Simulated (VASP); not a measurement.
# Cd (Im-3m) in VASP: notebook, part 2 of 2

VASP 6.6.1. The steps go on from the part before.

## 4. Single point, PBEsol (volume scaled by 0.6)

Input file INCAR:

```
SYSTEM = Cd
PREC = Accurate ; ENCUT = 520
EDIFF = 1E-6 ; ISMEAR = -1
SIGMA = 0.1 ; LREAL = .FALSE.
LASPH = .TRUE. ; NELM = 100
ALGO = Normal ; ISIF = 2
LWAVE = .FALSE. ; LCHARG = .FALSE.
GGA = PS ; NBANDS = 12
```

Input file KPOINTS:

```
Automatic mesh
0
G
  15 15 15
  0 0 0
```

Input file POSCAR:

```
Cd
1.0
   -1.4743594656      1.4743594656      1.4743594656
    1.4743594656     -1.4743594656      1.4743594656
    1.4743594656      1.4743594656     -1.4743594656
Cd
1
Direct
    0.0000000000      0.0000000000      0.0000000000
```

Potentials or basis: VASP PAW PBE potentials, release 64 (Cd).

Run with:

```sh
$ cat potpaw_PBE.64/Cd/POTCAR > POTCAR
$ mpirun -np 1 vasp_std > vasp.out
```

OUTCAR:

```text
SYSTEM = Cd
   PREC = Accurate
   ENCUT = 520
   EDIFF = 1E-6
   ISMEAR = -1
   LREAL = .FALSE.
   LASPH = .TRUE.
   NELM = 100
   ISIF = 2
   GGA = PS

 ion  position               nearest neighbor table
   1  0.000  0.000  0.000-

  LATTYP: Found a body centered cubic cell.
 ALAT       =     2.9487189312

  Lattice vectors:

 A1 = (  -1.4743594656,   1.4743594656,   1.4743594656)
 A2 = (   1.4743594656,  -1.4743594656,   1.4743594656)
 A3 = (   1.4743594656,   1.4743594656,  -1.4743594656)

Analysis of symmetry for initial positions (statically):
=====================================================================
 Subroutine PRICEL returns:
 Original cell was already a primitive cell.

 Routine SETGRP: Setting up the symmetry group for a
 body centered cubic supercell.

 Subroutine GETGRP returns: Found 48 space group operations
 (whereof 48 operations were pure point group operations)
 out of a pool of 48 trial point group operations.

The static configuration has the point symmetry O_h .

Analysis of symmetry for dynamics (positions and initial velocities):
=====================================================================
 Subroutine PRICEL returns:
 Original cell was already a primitive cell.

 Routine SETGRP: Setting up the symmetry group for a
 body centered cubic supercell.

 Subroutine GETGRP returns: Found 48 space group operations
 (whereof 48 operations were pure point group operations)
 out of a pool of 48 trial point group operations.

The dynamic configuration has the point symmetry O_h .

 Subroutine INISYM returns: Found 48 space group operations
 (whereof 48 operations are pure point group operations),
 and found     1 'primitive' translations

----------------------------------------------------------------------------------------

                                     Primitive cell

  volume of cell :      12.8195

  direct lattice vectors                    reciprocal lattice vectors
    -1.474359466  1.474359466  1.474359466     0.000000000  0.339130322  0.339130322
     1.474359466 -1.474359466  1.474359466     0.339130322  0.000000000  0.339130322
     1.474359466  1.474359466 -1.474359466     0.339130322  0.339130322  0.000000000

  length of vectors
     2.553665503  2.553665503  2.553665503     0.479602700  0.479602700  0.479602700

  position of ions in fractional coordinates (direct lattice)
     0.000000000  0.000000000  0.000000000

  ion indices of the primitive-cell ions
   primitive index   ion index
                 1           1

----------------------------------------------------------------------------------------

 KPOINTS: Automatic mesh

Automatic generation of k-mesh.
 Grid dimensions read from file:
 generate k-points for:   15   15   15

 Generating k-lattice:

  Cartesian coordinates                     Fractional coordinates (reciprocal lattice)
     0.000000000  0.022608688  0.022608688     0.066666667  0.000000000  0.000000000
     0.022608688  0.000000000  0.022608688     0.000000000  0.066666667  0.000000000
     0.022608688  0.022608688  0.000000000     0.000000000  0.000000000  0.066666667

  Length of vectors
     0.031973513  0.031973513  0.031973513

  Shift w.r.t. Gamma in fractional coordinates (k-lattice)
     0.000000000  0.000000000  0.000000000

 Subroutine IBZKPT returns following result:
 ===========================================

 Found    120 irreducible k-points:

 Following reciprocal coordinates:
            Coordinates               Weight
  0.000000  0.000000  0.000000      1.000000
  0.066667  0.000000  0.000000     12.000000
  0.133333  0.000000  0.000000     12.000000
  0.200000  0.000000  0.000000     12.000000
  0.266667  0.000000  0.000000     12.000000
  0.333333  0.000000  0.000000     12.000000
[... 16 lines left out ...]
  0.333333  0.200000  0.000000     48.000000
  0.400000  0.200000  0.000000     24.000000
 [... further k-points ...]
   k-points           NKPTS =    120   k-points in BZ     NKDIM =    120   number of bands    NBANDS=     12
   number of dos      NEDOS =    301   number of ions     NIONS =      1
   total plane-waves  NPLWV =   8000
   dimension x,y,z NGX =    20 NGY =   20 NGZ =   20
   dimension x,y,z NGXF=    40 NGYF=   40 NGZF=   40
   ions per type =               1
   NGX,Y,Z   is equivalent  to a cutoff of  13.02, 13.02, 13.02 a.u.
   NGXF,Y,Z  is equivalent  to a cutoff of  26.04, 26.04, 26.04 a.u.
 SYSTEM =  Cd
   PREC   = accura    normal or accurate (medium, high low for compatibility)
   ISTART =      0    job   : 0-new  1-cont  2-samecut
   ICHARG =      2    charge: 1-file 2-atom 10-const
   ISPIN  =      1    spin polarized calculation?
   LNONCOLLINEAR =      F non collinear calculations
   LSORBIT =      F    spin-orbit coupling
   LASPH  =      T    aspherical Exc in radial PAW
   ENCUT  =  520.0 eV  38.22 Ry    6.18 a.u.   4.75  4.75  4.75*2*pi/ulx,y,z
   NELM   =    100;   NELMIN=  2; NELMDL= -5     # of ELM steps
   EDIFF  = 0.1E-05   stopping-criterion for ELM
   LREAL  =      F    real-space projection
   EDIFFG = 0.1E-04   stopping-criterion for IOM
   NSW    =      0    number of steps for IOM
   IBRION =     -1    ionic relax: 0-MD 1-quasi-New 2-CG
   NFREE  =      0    steps in history (QN), initial steepest desc. (CG)
   ISIF   =      2    stress and relaxation
   ISYM   =      2    0-nonsym 1-usesym 2-fastsym
   POTIM  = 0.5000    time-step for ionic-motion
   TEBEG  =    0.0;   TEEND  =   0.0 temperature during run
   PSTRESS=    0.0 pullay stress
   NELECT =      12.0000    total number of electrons
   NUPDOWN=      -1.0000    fix difference up-down
   EMIN   =  10.00;   EMAX   =-10.00  energy-range for DOS
   EFERMI =   0.00;   METHOD = LEGACY
   ISMEAR =    -1;   SIGMA  =   0.10  broadening in eV -4-tet -1-fermi 0-gaus
   EFERMI_NEDOS =   21; number of points for ismear=-14 and -15
   IALGO  =     38    algorithm
   IMIX   =      4    mixing-type and parameters
     AMIX     =   0.40;   BMIX     =  1.00
     AMIX_MAG =   1.60;   BMIX_MAG =  1.00
  volume/ion in A,a.u.               =      12.82        86.51
  Fermi-wavevector in a.u.,A,eV,Ry     =   1.601444  3.026291 34.893830  2.564624
  Thomas-Fermi vector in A             =   2.698422
   LORBIT       =      0    0 simple, 1 ext, 2 COOP (PROOUT), +10 PAW based schemes
   GGA     = PS    functional components
   LHFCALC =     F    Hartree Fock is set to
   AEXX    =    0.0000 exact exchange contribution
   IVDW    =     0    specifies the selected vdW correction
   LEPSILON=     F    determine dielectric tensor
   LRPA    =     F    only Hartree local field effects (RPA)
 non-spin polarized calculation
  energy-cutoff  :      520.00
  volume of cell :       12.82
 maximum number of plane-waves:       370
   NGX =  9   NGY =  9   NGZ =  9

 number of electron      11.9999999 magnetization

 Free energy of the ion-electron system (eV)
  ---------------------------------------------------
  ext. energy  EPLUGINS =         0.00000000
  ---------------------------------------------------
  free energy    TOTEN  =         0.71582813 eV

  energy without entropy =        0.72502633  energy(sigma->0) =        0.72042723

 E-fermi :   9.1549     XC(G=0): -14.2952

 val. band max:        9.0846759687   @ k =   0.4000   0.1333   0.0667
 cond. band min:       9.1761492216   @ k =  -0.4000  -0.4667   0.2667
 fundamental gap:      0.0914732529
 Fermi energy:         9.1549198599

 k-point     1 :       0.0000    0.0000    0.0000
  band No.  band energies     occupation
      1      -5.9768      2.00000
      2      -3.7546      2.00000
      3      -3.7546      2.00000
      4      -3.7546      2.00000
      5      -1.9723      2.00000
      6      -1.9723      2.00000
      7      25.7075      0.00000
      8      25.7075      0.00000
      9      25.7075      0.00000
     10      32.4331      0.00000
     11      32.4331      0.00000
     12      34.0400      0.00000

 k-point     2 :       0.0667    0.0000    0.0000
  band No.  band energies     occupation
      1      -5.7963      2.00000
      2      -3.8013      2.00000
      3      -3.7429      2.00000
      4      -3.6416      2.00000
      5      -2.0237      2.00000
      6      -1.9688      2.00000
      7      25.1325      0.00000
      8      25.6106      0.00000
      9      25.7991      0.00000
     10      31.0723      0.00000
     11      31.7481      0.00000
     12      32.5696      0.00000
[... 316 lines left out ...]
 k-point    24 :       0.4000    0.2000    0.0000
  band No.  band energies     occupation
      1      -4.9409      2.00000
      2      -4.3815      2.00000
      3      -2.7010      2.00000
      4      -2.0478      2.00000
      5      -1.4325      2.00000
      6       6.0276      2.00000
      7       9.1891      0.83059
      8      14.8331      0.00000
      9      21.0173      0.00000
     10      28.4699      0.00000
     11      31.9541      0.00000
     12      35.8624      0.00000

 [... further k-points ...]
[... 5 lines left out ...]
  --------------------------------------------------------------------------------------
  -------------------------------------------------------------------------------------
  Total        9.5730883      9.5730883      9.5730883      0.0000000      0.0000000      0.0000000
  in kB     1196.4443672   1196.4443672   1196.4443672      0.0000000      0.0000000      0.0000000
  external PRESSURE =    1196.4443672 kB  Pullay stress =       0.0000000 kB

 VOLUME and BASIS-vectors are now :
 -----------------------------------------------------------------------------
  energy-cutoff  :      520.00
  volume of cell :       12.82
      direct lattice vectors                 reciprocal lattice vectors
    -1.474359466  1.474359466  1.474359466     0.000000000  0.339130322  0.339130322
     1.474359466 -1.474359466  1.474359466     0.339130322  0.000000000  0.339130322
     1.474359466  1.474359466 -1.474359466     0.339130322  0.339130322  0.000000000

 POSITION                                       TOTAL-FORCE (eV/Angst)
 -----------------------------------------------------------------------------------
      0.00000      0.00000      0.00000        -0.000000     -0.000000     -0.000000
 -----------------------------------------------------------------------------------
    total drift:                                0.000000     -0.000000      0.000000

  FREE ENERGIE OF THE ION-ELECTRON SYSTEM (eV)
  ---------------------------------------------------
  free  energy   TOTEN  =         0.7158281308 eV

  energy  without entropy=        0.7250263318  energy(sigma->0) =        0.72042723
```

OSZICAR:

```text
N       E                     dE             d eps       ncg     rms          rms(c)
DAV:   1     0.732236303583E+02    0.73224E+02   -0.74368E+03  3168   0.111E+03
DAV:   2     0.158661102523E+01   -0.71637E+02   -0.68311E+02  3228   0.259E+02
DAV:   3     0.526112620603E+00   -0.10605E+01   -0.10599E+01  3332   0.341E+01
DAV:   4     0.524886188101E+00   -0.12264E-02   -0.12264E-02  3248   0.116E+00
DAV:   5     0.524884243418E+00   -0.19447E-05   -0.19441E-05  3328   0.444E-02    0.150E+01
DAV:   6     0.680908488550E+00    0.15602E+00   -0.26862E-01  3276   0.765E+00    0.926E+00
DAV:   7     0.713082229202E+00    0.32174E-01   -0.54281E-02  3440   0.314E+00    0.223E+00
DAV:   8     0.715841696185E+00    0.27595E-02   -0.61565E-03  3052   0.125E+00    0.134E-01
DAV:   9     0.715833697652E+00   -0.79985E-05   -0.13892E-05  3256   0.392E-02    0.256E-02
DAV:  10     0.715828297101E+00   -0.54006E-05   -0.19325E-06  3276   0.150E-02    0.426E-03
DAV:  11     0.715828130826E+00   -0.16628E-06   -0.74544E-08  1636   0.331E-03
   1 F= 0.71582813E+00 E0= 0.72042723E+00  d E =-.919820E-02
```

Run time: 9.2 s. Hardware: 1 thread of Intel Xeon 6975P-C, shared host; peak memory 0.14 GiB.

Results:

```yaml
Free_energy: 0.7158 eV
Pressure: 119.6 GPa
Band_gap_on_the_k_mesh: zero (band 6 reaches 11.69 eV, above the bottom of band 7 at 8.91 eV)
```

Caveat: the PAW data sets were made with another functional, which shifts forces and pressure a little.

## 5. Single point, PBEsol (volume scaled by 0.6)

Input file INCAR:

```
  PREC = Accurate
  ENCUT = 520
  EDIFF = 1E-6
  ISMEAR = -1
  SIGMA = 0.1
  LREAL = F
  LASPH = T
  NELM = 100
  ALGO = Normal
  ISIF = 2
  LWAVE = F
  LCHARG = T
  GGA = PS
  LELF = T
  LVHAR = T
  NBANDS = 12
```

Input file KPOINTS:

```
regular mesh
0
Gamma
  15 15 15
```

POSCAR is that of step 4.

Run with:

```sh
$ cat potpaw_PBE.64/Cd/POTCAR > POTCAR
$ mpirun -np 1 vasp_std > vasp.out
```

Wall time 9.4 s (1 thread of Intel Xeon 6975P-C, shared host); peak memory 0.14 GiB.

It converged, with:

```yaml
Free_energy: 0.7158 eV
Pressure: 119.6 GPa
Band_gap_on_the_k_mesh: zero (band 6 reaches 11.69 eV, above the bottom of band 7 at 8.91 eV)
```

Levels at points of the mesh, in eV from the Fermi level:
| k point | band 4 | band 5 | band 6 | band 7 | band 8 | band 9 |
| --- | --- | --- | --- | --- | --- | --- |
| (0.00, 0.00, 0.00) | -12.91 | -11.13 | -11.13 | 16.55 | 16.55 | 16.55 |

Caveat: the PAW data sets were made with another functional, which shifts forces and pressure a little.

## 6. Single point, PBEsol (volume scaled by 0.68)

Input file INCAR:

```
ALGO     = Normal         # electronic algorithm
EDIFF    = 1E-6           # SCF threshold, eV
ENCUT    = 520            # plane-wave cutoff, eV
GGA      = PS             # functional
ISIF     = 2              # what is computed and relaxed
ISMEAR   = -1             # smearing method
LASPH    = T              # aspherical terms in the spheres
LCHARG   = F              # write CHGCAR
LREAL    = F              # projectors in reciprocal space
LWAVE    = F              # write WAVECAR
NBANDS   = 12             # bands
NELM     = 100            # most SCF steps
PREC     = Accurate       # precision mode
SIGMA    = 0.1            # smearing width, eV
```

Input file KPOINTS:

```
k-points
0
Gamma
  15 15 15
```

Input file POSCAR:

```
Cd
1.0
   -1.5371724887      1.5371724887      1.5371724887
    1.5371724887     -1.5371724887      1.5371724887
    1.5371724887      1.5371724887     -1.5371724887
Cd
1
Direct
    0.0000000000      0.0000000000      0.0000000000
```

Potentials or basis: VASP PAW PBE potentials, release 64 (Cd).

Run with:

```sh
$ cat potpaw_PBE.64/Cd/POTCAR > POTCAR
$ mpirun -np 1 vasp_std > vasp.out
```

It took 9.5 s on 1 thread of Intel Xeon 6975P-C, shared host; peak memory 0.14 GiB.

It converged, with:

| Property | Result |
| --- | --- |
| Free energy | -0.2307 eV |
| Pressure | 63.6 GPa |
| Band gap on the k mesh | zero (band 6 reaches 9.95 eV, above the bottom of band 7 at 6.79 eV) |

Levels at points of the mesh, in eV from the Fermi level:
```tsv
k point	band 4	band 5	band 6	band 7	band 8	band 9
(0.00, 0.00, 0.00)	-11.66	-10.23	-10.23	16.56	16.56	16.56
```

Caveat: the PAW data sets were made with another functional, which shifts forces and pressure a little.

## 7. Overview

| cell | gap on the mesh (eV) | pressure (GPa) |
| --- | --- | --- |
| a = 2.320 Å, angles 109.5°, 1 atom | none | 415.7 |
| a = 2.435 Å, angles 109.5°, 1 atom | none | 228.6 |
| a = 2.554 Å, angles 109.5°, 1 atom | none | 119.6 |
| a = 2.662 Å, angles 109.5°, 1 atom | none | 63.6 |

Alike in all rows: task single point; level PBEsol; potentials or basis VASP PAW PBE potentials, release 64 (Cd); no spin polarisation; k mesh 15 × 15 × 15; cutoff (eV) 520; smearing fermi-dirac 0.1 eV.

Caveats: the PAW data sets were made with another functional, which shifts forces and pressure a little.

Absolute energies hang on the potentials; compare differences alone.
